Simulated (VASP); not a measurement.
# TiO (P4/mmm) in VASP: further runs, part 2 of 2

VASP 6.6.1. Earlier steps stand in the parts before.

## (3) Single point, PBEsol

This run uses another cell than the first one, of the same volume but with other edges.

File INCAR:

```
PREC = Accurate
ENCUT = 520
EDIFF = 1E-6
ISMEAR = 0
SIGMA = 0.15
LREAL = False
LASPH = True
NELM = 80
ALGO = Normal
ISIF = 2
LWAVE = False
LCHARG = False
GGA = PS
NBANDS = 36
```

File KPOINTS:

```
Automatic mesh
0
Gamma
  14 14 14
```

File POSCAR:

```
TiO
1.0
    3.7956767487      0.0000000000      0.0000000000
    0.0000000000      3.7956767487      0.0000000000
    0.0000000000      0.0000000000      4.5548120985
Ti O
3 3
Direct
    0.5000000000      0.5000000000      0.0000000000
    0.0000000000      0.5000000000      0.5000000000
    0.5000000000      0.0000000000      0.5000000000
    0.0000000000      0.5000000000      0.0000000000
    0.5000000000      0.0000000000      0.0000000000
    0.0000000000      0.0000000000      0.5000000000
```

Potentials or basis: VASP PAW PBE potentials, release 64 (Ti_sv, O).

The run is started by

```sh
cat potpaw_PBE.64/Ti_sv/POTCAR potpaw_PBE.64/O/POTCAR > POTCAR
mpirun -np 1 vasp_std > vasp.out
```

OUTCAR:

```text
PREC = Accurate
   ENCUT = 520
   EDIFF = 1E-6
   ISMEAR = 0
   LREAL = False
   LASPH = True
   NELM = 80
   ISIF = 2
   GGA = PS

 ion  position               nearest neighbor table
   1  0.500  0.500  0.000-   4 1.90   5 1.90   5 1.90   4 1.90
   2  0.000  0.500  0.500-   6 1.90   6 1.90   4 2.28   4 2.28   3 2.68   3 2.68   3 2.68   3 2.68

   3  0.500  0.000  0.500-   6 1.90   6 1.90   5 2.28   5 2.28   2 2.68   2 2.68   2 2.68   2 2.68

   4  0.000  0.500  0.000-   1 1.90   1 1.90   2 2.28   2 2.28
   5  0.500  0.000  0.000-   1 1.90   1 1.90   3 2.28   3 2.28
   6  0.000  0.000  0.500-   2 1.90   3 1.90   2 1.90   3 1.90

  LATTYP: Found a simple tetragonal cell.
 ALAT       =     3.7956767487
 C/A-ratio  =     1.2000000000

  Lattice vectors:

 A1 = (   3.7956767487,   0.0000000000,   0.0000000000)
 A2 = (   0.0000000000,   3.7956767487,   0.0000000000)
 A3 = (   0.0000000000,   0.0000000000,   4.5548120985)

Analysis of symmetry for initial positions (statically):
=====================================================================
 Subroutine PRICEL returns:
 Original cell was already a primitive cell.

 Routine SETGRP: Setting up the symmetry group for a
 simple tetragonal supercell.

 Subroutine GETGRP returns: Found 16 space group operations
 (whereof 16 operations were pure point group operations)
 out of a pool of 16 trial point group operations.

The static configuration has the point symmetry D_4h.

Analysis of symmetry for dynamics (positions and initial velocities):
=====================================================================
 Subroutine PRICEL returns:
 Original cell was already a primitive cell.

 Routine SETGRP: Setting up the symmetry group for a
 simple tetragonal supercell.

 Subroutine GETGRP returns: Found 16 space group operations
 (whereof 16 operations were pure point group operations)
 out of a pool of 16 trial point group operations.

The dynamic configuration has the point symmetry D_4h.

 Subroutine INISYM returns: Found 16 space group operations
 (whereof 16 operations are pure point group operations),
 and found     1 'primitive' translations

----------------------------------------------------------------------------------------

                                     Primitive cell

  volume of cell :      65.6219

  direct lattice vectors                    reciprocal lattice vectors
     3.795676749  0.000000000  0.000000000     0.263457630  0.000000000  0.000000000
     0.000000000  3.795676749  0.000000000     0.000000000  0.263457630  0.000000000
     0.000000000  0.000000000  4.554812099     0.000000000  0.000000000  0.219548025

  length of vectors
     3.795676749  3.795676749  4.554812099     0.263457630  0.263457630  0.219548025

  position of ions in fractional coordinates (direct lattice)
     0.500000000  0.500000000  0.000000000
     0.000000000  0.500000000  0.500000000
     0.500000000  0.000000000  0.500000000
     0.000000000  0.500000000  0.000000000
     0.500000000  0.000000000  0.000000000
     0.000000000  0.000000000  0.500000000

  ion indices of the primitive-cell ions
   primitive index   ion index
[... 31 lines left out ...]
 Found    288 irreducible k-points:

 Following reciprocal coordinates:
            Coordinates               Weight
  0.000000  0.000000  0.000000      1.000000
  0.071429  0.000000  0.000000      4.000000
  0.142857  0.000000  0.000000      4.000000
  0.214286  0.000000  0.000000      4.000000
  0.285714  0.000000  0.000000      4.000000
  0.357143  0.000000  0.000000      4.000000
[... 16 lines left out ...]
  0.285714  0.214286  0.000000      8.000000
  0.357143  0.214286  0.000000      8.000000
 [... further k-points ...]
   k-points           NKPTS =    288   k-points in BZ     NKDIM =    288   number of bands    NBANDS=     36
   number of dos      NEDOS =    301   number of ions     NIONS =      6
   total plane-waves  NPLWV =  28224
   dimension x,y,z NGX =    28 NGY =   28 NGZ =   36
   dimension x,y,z NGXF=    56 NGYF=   56 NGZF=   72
   ions per type =               3   3
   NGX,Y,Z   is equivalent  to a cutoff of  12.26, 12.26, 13.14 a.u.
   NGXF,Y,Z  is equivalent  to a cutoff of  24.53, 24.53, 26.28 a.u.
 SYSTEM =  unknown system
   PREC   = accura    normal or accurate (medium, high low for compatibility)
   ISTART =      0    job   : 0-new  1-cont  2-samecut
   ICHARG =      2    charge: 1-file 2-atom 10-const
   ISPIN  =      1    spin polarized calculation?
   LNONCOLLINEAR =      F non collinear calculations
   LSORBIT =      F    spin-orbit coupling
   LASPH  =      T    aspherical Exc in radial PAW
   ENCUT  =  520.0 eV  38.22 Ry    6.18 a.u.   7.06  7.06  8.47*2*pi/ulx,y,z
   NELM   =     80;   NELMIN=  2; NELMDL= -5     # of ELM steps
   EDIFF  = 0.1E-05   stopping-criterion for ELM
   LREAL  =      F    real-space projection
   EDIFFG = 0.1E-04   stopping-criterion for IOM
   NSW    =      0    number of steps for IOM
   IBRION =     -1    ionic relax: 0-MD 1-quasi-New 2-CG
   NFREE  =      0    steps in history (QN), initial steepest desc. (CG)
   ISIF   =      2    stress and relaxation
   ISYM   =      2    0-nonsym 1-usesym 2-fastsym
   POTIM  = 0.5000    time-step for ionic-motion
   TEBEG  =    0.0;   TEEND  =   0.0 temperature during run
   PSTRESS=    0.0 pullay stress
   NELECT =      54.0000    total number of electrons
   NUPDOWN=      -1.0000    fix difference up-down
   EMIN   =  10.00;   EMAX   =-10.00  energy-range for DOS
   EFERMI =   0.00;   METHOD = LEGACY
   ISMEAR =     0;   SIGMA  =   0.15  broadening in eV -4-tet -1-fermi 0-gaus
   EFERMI_NEDOS =   21; number of points for ismear=-14 and -15
   IALGO  =     38    algorithm
   IMIX   =      4    mixing-type and parameters
     AMIX     =   0.40;   BMIX     =  1.00
     AMIX_MAG =   1.60;   BMIX_MAG =  1.00
  volume/ion in A,a.u.               =      10.94        73.81
  Fermi-wavevector in a.u.,A,eV,Ry     =   1.534110  2.899047 32.021215  2.353493
  Thomas-Fermi vector in A             =   2.641083
   LORBIT       =      0    0 simple, 1 ext, 2 COOP (PROOUT), +10 PAW based schemes
   GGA     = PS    functional components
   LHFCALC =     F    Hartree Fock is set to
   AEXX    =    0.0000 exact exchange contribution
   IVDW    =     0    specifies the selected vdW correction
   LEPSILON=     F    determine dielectric tensor
   LRPA    =     F    only Hartree local field effects (RPA)
 non-spin polarized calculation
 Gauss-broadening in eV      SIGMA  =   0.15
  energy-cutoff  :      520.00
  volume of cell :       65.62
 maximum number of plane-waves:      1788
   NGX = 15   NGY = 15   NGZ = 17

 number of electron      54.0000003 magnetization

 Free energy of the ion-electron system (eV)
  ---------------------------------------------------
  ext. energy  EPLUGINS =         0.00000000
  ---------------------------------------------------
  free energy    TOTEN  =       -54.94172968 eV

  energy without entropy =      -54.90955944  energy(sigma->0) =      -54.92564456

 E-fermi :   8.4097     XC(G=0): -12.2245

 val. band max:        8.4096315413   @ k =   0.3571   0.2857   0.1429
 cond. band min:       8.4101434086   @ k =   0.3571   0.0714   0.1429
 fundamental gap:      0.0005118673
 Fermi energy:         8.4097167933

 k-point     1 :       0.0000    0.0000    0.0000
  band No.  band energies     occupation
      1     -48.5845      2.00000
      2     -48.3726      2.00000
      3     -48.3450      2.00000
      4     -25.3564      2.00000
      5     -25.3564      2.00000
      6     -25.1649      2.00000
[... 925 lines left out ...]
     35      11.4101      0.00000
     36      11.6671      0.00000

 [... further k-points ...]

------------------------ aborting loop because EDIFF is reached ----------------------------------------

  FORCE on cell =-STRESS in cart. coord.  units (eV):
  Direction    XX          YY          ZZ          XY          YZ          ZX
  --------------------------------------------------------------------------------------
  -------------------------------------------------------------------------------------
  Total       11.8402979     11.8402979     -8.2332211      0.0000000      0.0000000     -0.0000000
  in kB      289.0841670    289.0841670   -201.0163832      0.0000000      0.0000000     -0.0000000
  external PRESSURE =     125.7173170 kB  Pullay stress =       0.0000000 kB

 VOLUME and BASIS-vectors are now :
 -----------------------------------------------------------------------------
  energy-cutoff  :      520.00
  volume of cell :       65.62
      direct lattice vectors                 reciprocal lattice vectors
     3.795676749  0.000000000  0.000000000     0.263457630  0.000000000  0.000000000
     0.000000000  3.795676749  0.000000000     0.000000000  0.263457630  0.000000000
     0.000000000  0.000000000  4.554812099     0.000000000  0.000000000  0.219548025

 POSITION                                       TOTAL-FORCE (eV/Angst)
 -----------------------------------------------------------------------------------
      1.89784      1.89784      0.00000         0.000000      0.000000      0.000000
      0.00000      1.89784      2.27741         0.000000      0.000000      0.000000
      1.89784      0.00000      2.27741         0.000000      0.000000      0.000000
      0.00000      1.89784      0.00000         0.000000      0.000000      0.000000
      1.89784      0.00000      0.00000         0.000000      0.000000      0.000000
      0.00000      0.00000      2.27741         0.000000      0.000000      0.000000
 -----------------------------------------------------------------------------------
    total drift:                                0.000000      0.000000      0.000000

  FREE ENERGIE OF THE ION-ELECTRON SYSTEM (eV)
  ---------------------------------------------------
  free  energy   TOTEN  =       -54.9417296830 eV

  energy  without entropy=      -54.9095594449  energy(sigma->0) =      -54.92564456
```

OSZICAR:

```text
N       E                     dE             d eps       ncg     rms          rms(c)
DAV:   1     0.784236850021E+03    0.78424E+03   -0.27532E+04 21208   0.188E+03
DAV:   2     0.638144205086E+02   -0.72042E+03   -0.69422E+03 20964   0.563E+02
DAV:   3    -0.561550849984E+02   -0.11997E+03   -0.11759E+03 31736   0.206E+02
DAV:   4    -0.648126144443E+02   -0.86575E+01   -0.86145E+01 30084   0.539E+01
DAV:   5    -0.652451221329E+02   -0.43251E+00   -0.43224E+00 30084   0.103E+01    0.304E+01
DAV:   6    -0.550597948224E+02    0.10185E+02   -0.55090E+01 29996   0.643E+01    0.106E+01
DAV:   7    -0.549795290023E+02    0.80266E-01   -0.64289E+00 28188   0.184E+01    0.750E+00
DAV:   8    -0.550306066724E+02   -0.51078E-01   -0.16144E+00 30028   0.122E+01    0.362E+00
DAV:   9    -0.549417059300E+02    0.88901E-01   -0.10941E+00 30068   0.759E+00    0.987E-01
DAV:  10    -0.549383892420E+02    0.33167E-02   -0.92652E-02 28848   0.251E+00    0.695E-01
DAV:  11    -0.549417326979E+02   -0.33435E-02   -0.10130E-02 26708   0.834E-01    0.124E-01
DAV:  12    -0.549417358825E+02   -0.31847E-05   -0.17773E-03 30768   0.290E-01    0.813E-02
DAV:  13    -0.549417287121E+02    0.71704E-05   -0.24796E-04 26748   0.122E-01    0.137E-02
DAV:  14    -0.549417291574E+02   -0.44530E-06   -0.19289E-05 27400   0.338E-02    0.126E-02
DAV:  15    -0.549417296830E+02   -0.52561E-06   -0.28701E-06 23164   0.125E-02
   1 F= -.54941730E+02 E0= -.54925645E+02  d E =-.321702E-01
```

It took 11 min on 1 thread of Intel Xeon Platinum 8175M at 2.50GHz (Skylake/Cascade Lake), shared host; peak memory 0.57 GiB.

Results:

* Free energy: -54.9417 eV
* Pressure: 12.6 GPa
* Band gap on the k mesh: zero (bands 27 and 28 overlap by 1.99 eV)

Stress tensor (GPa, compression positive):
```
 28.91   0.00   0.00
  0.00  28.91   0.00
  0.00   0.00 -20.10
```

Levels at points of the mesh, in eV from the Fermi level:
| k point | band 23 | band 24 | band 25 | band 26 | band 27 | band 28 | band 29 | band 30 | band 31 | band 32 |
| --- | --- | --- | --- | --- | --- | --- | --- | --- | --- | --- |
| (0.00, 0.00, 0.00) | -3.83 | -2.48 | -2.48 | -1.87 | -1.51 | -1.51 | 0.80 | 1.22 | 1.48 | 1.48 |
| (0.50, 0.00, 0.00) | -3.79 | -3.71 | -2.65 | -0.80 | 0.20 | 0.25 | 0.55 | 1.64 | 1.67 | 2.04 |
| (0.50, 0.50, 0.00) | -5.32 | -1.70 | -1.40 | -1.16 | -0.02 | -0.02 | 2.17 | 2.17 | 2.26 | 2.45 |
| (0.00, 0.00, 0.50) | -2.86 | -2.66 | -2.66 | -1.76 | 0.48 | 0.48 | 0.57 | 0.62 | 0.62 | 1.03 |
| (0.50, 0.00, 0.50) | -3.89 | -3.07 | -1.40 | -1.08 | -0.52 | 1.10 | 1.21 | 1.38 | 1.64 | 2.30 |
| (0.50, 0.50, 0.50) | -4.64 | -1.91 | -1.84 | -0.15 | -0.15 | 0.67 | 2.54 | 2.68 | 2.87 | 3.01 |

Caveat: the stress differs along the axes, from -20 to 29 GPa; the PAW data sets were made with another functional, which shifts forces and pressure a little; semilocal functionals often make such compounds metallic where correlation or magnetic order opens a gap, which also shifts bond lengths.
